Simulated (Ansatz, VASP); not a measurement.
## Pt2Se: VASP beside Ansatz

```
Pt Se
1.0
     4.80622    0.00000    0.00000
     0.00000    5.86596    0.00000
     0.00000    0.00000    3.66192
Pt Se
4 2
Direct
  0.20040 0.37870 0.00000
  0.79960 0.62130 0.00000
  0.70040 0.12130 0.50000
  0.29960 0.87870 0.50000
  0.00000 0.00000 0.00000
  0.50000 0.50000 0.50000
```

Alike in both runs: task single point; functional PBE; k mesh 4 × 4 × 6; occupations gaussian, width 0.1 eV; collinear spin.

```csv
,VASP,Ansatz
version,VASP 6.6.1,Ansatz 0.2.0
potentials or method,"VASP PAW PBE potentials, release 64 (Pt, Se), cutoff 520 eV","scalar-relativistic, plane waves, PAW"
valence electrons in the cell,52,104
```

VASP gave:

* gap on the k mesh at the Fermi level (eV): none
* pressure (GPa): 27.5
* traceless stress, the component that is largest in VASP (GPa): -4.72
* rms of the force components (eV/Å): 1.201
* net moment per atom (μB): 0.00

Question: Which values does Ansatz return?

Answer: gap on the k mesh at the Fermi level (eV): none; pressure (GPa): 27.5; traceless stress, the component that is largest in VASP (GPa): -4.89; rms of the force components (eV/Å): 1.233; net moment per atom (μB): 0.00.

Atom by atom the forces differ by 0.033 eV/Å (rms over components). A gap of «none» marks a metal or a gap that the smearing closes. With one functional, cell and mesh, what is left measures potentials, basis and numerics. VASP's potentials hold 52 valence electrons a cell and Ansatz's 104, so a difference there can come from the potentials and not from the codes. Ansatz's warnings: seeded moment not kept.

Spin-orbit coupling is off throughout.
